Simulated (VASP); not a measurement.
A run of VASP 6.6.1 is set up as follows.

File INCAR:

```
PREC = Accurate
ENCUT = 520
EDIFF = 1E-6
ISMEAR = -1
SIGMA = 0.05
LREAL = F
LASPH = T
NELM = 100
ALGO = Normal
ISIF = 2
LWAVE = F
LCHARG = F
GGA = CA
NBANDS = 18
```

KPOINTS

```
Automatic mesh
0
Gamma
  10 10 10
```

POSCAR

```
TiAl3
1.0
   -1.8852778379      1.8852778379      4.2228148271
    1.8852778379     -1.8852778379      4.2228148271
    1.8852778379      1.8852778379     -4.2228148271
Ti Al
1 3
Direct
    0.0000000000      0.0000000000      0.0000000000
    0.2500000000      0.7500000000      0.5000000000
    0.7500000000      0.2500000000      0.5000000000
    0.5000000000      0.5000000000      0.0000000000
```

Potentials or basis: VASP PAW LDA potentials, release 64 (Ti_sv, Al).

The run is started by

```bash
$ cat potpaw_LDA.64/Ti_sv/POTCAR potpaw_LDA.64/Al/POTCAR > POTCAR
$ mpirun -np 1 vasp_std > vasp.out
```

Question: Estimate the pressure.

Answer: 1.2 GPa.

Stress tensor (GPa, compression positive):
```
1.10 0.00 0.00
0.00 1.10 0.00
0.00 0.00 1.27
```
